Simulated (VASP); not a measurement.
Here is a VASP 6.6.1 calculation.

Contents of INCAR:

```
SYSTEM = TaAs
PREC = Accurate
ENCUT = 600
EDIFF = 1E-6
ISMEAR = -1
SIGMA = 0.05
LREAL = .FALSE.
LASPH = .TRUE.
NELM = 100
ALGO = Normal
ISIF = 3
LWAVE = .FALSE.
LCHARG = .FALSE.
GGA = RP
IBRION = 2
NSW = 60
EDIFFG = -0.01
```

KPOINTS

```
Automatic mesh
0
G
  11 11 11
  0 0 0
```

File POSCAR:

```
TaAs
1.0
   -1.7218133622      1.7218133622      5.8679415361
    1.7218133622     -1.7218133622      5.8679415361
    1.7218133622      1.7218133622     -5.8679415361
Ta As
2 2
Direct
    0.4999673000      0.4999673000      0.0000000000
    0.2499673000      0.7499673000      0.5000000000
    0.0826321200      0.0826321200      0.0000000000
    0.8326321200      0.3326321200      0.5000000000
```

Potentials or basis: VASP PAW PBE potentials, release 64 (Ta_pv, As).

The run is started by

```console
$ cat potpaw_PBE.64/Ta_pv/POTCAR potpaw_PBE.64/As/POTCAR > POTCAR
$ mpirun -np 1 vasp_std > vasp.out
```

(1) What does it give for the relaxed cell?

(2) Estimate the band gap on the k mesh.

(3) Predict the space group after relaxing (to 0.1 Å).

(4) Predict the relaxed volume.

Results:

(1) a = 6.403 Å, b = 6.403 Å, c = 6.403 Å, α = 148.45°, β = 148.45°, γ = 45.22°.

(2) zero (filled and empty bands touch).

(3) I4_1md (No. 109).

(4) 17.91 Å³/atom.

Caveat: the PAW data sets were made with another functional, which shifts forces and pressure a little; spin-orbit coupling is left out, which moves the levels of the heavy elements.
